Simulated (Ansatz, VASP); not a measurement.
# CaO: VASP beside Ansatz

Contents of POSCAR:

```
CaO
1.0
    2.9221339385      0.0000000000      0.0000000000
    0.0000000000      2.9221339385      0.0000000000
    0.0000000000      0.0000000000      2.9221339385
Ca O
1 1
Direct
    0.0000000000      0.0000000000      0.0000000000
    0.5000000000      0.5000000000      0.5000000000
```

The input INCAR.step1:

```
SYSTEM = CaO
PREC = Accurate
ENCUT = 520
ISMEAR = 0
SIGMA = 0.05
LREAL = .FALSE.
LASPH = .TRUE.
NELM = 100
NBANDS = 15
GGA = PE
ALGO = Normal
EDIFF = 1E-4
LWAVE = .TRUE.
LCHARG = .FALSE.
```

Contents of INCAR.step2:

```
SYSTEM = CaO
PREC = Accurate
ENCUT = 520
EDIFF = 1E-6
ISMEAR = 0
SIGMA = 0.05
LREAL = .FALSE.
LASPH = .TRUE.
NELM = 100
ALGO = Normal
ISIF = 2
LWAVE = .FALSE.
LCHARG = .FALSE.
METAGGA = R2SCAN
LMIXTAU = .TRUE.
NBANDS = 15
ISTART = 1
```

File KPOINTS:

```
Automatic mesh
0
G
  8 8 8
  0 0 0
```

Input for Ansatz:

```yaml
crystal:
  lattice:
    - [2.9221339385, 0.0, 0.0]
    - [0.0, 2.9221339385, 0.0]
    - [0.0, 0.0, 2.9221339385]
  atoms:
    - { symbol: Ca, position: [0.0, 0.0, 0.0] }
    - { symbol: O, position: [0.5, 0.5, 0.5] }
basis:
  ecutwfc: 500
  ecutrho_ratio: 4
kpoints:
  mp_grid: { grid: [8, 8, 8] }
hamiltonian:
  xc: r2scan
scf:
  occupations: { method: gaussian, width: 0.05 }
output:
  forces: true
  stress: true
  eigenvalues: true
```

Alike in both runs: task single point; functional r2SCAN; k mesh 8 × 8 × 8; occupations gaussian, width 0.05 eV; no spin polarisation.

|  | VASP | Ansatz |
| --- | --- | --- |
| version | VASP 6.6.1 | Ansatz 0.2.0 |
| potentials or method | VASP PAW PBE potentials, release 64 (Ca_sv, O), cutoff 520 eV | scalar-relativistic, plane waves, PAW |
| valence electrons in the cell | 16 | 16 |

Ansatz gave:

```
gap on the k mesh at the Fermi level (eV) : 3.28
least direct gap on the mesh (eV)         : 3.59
pressure (GPa)                            : -2.3
```

Problem. Which values does VASP return?

Solution. gap on the k mesh at the Fermi level (eV): 3.28; least direct gap on the mesh (eV): 3.59; pressure (GPa): -1.3.

VASP's potentials were made for PBE, not for r2SCAN.
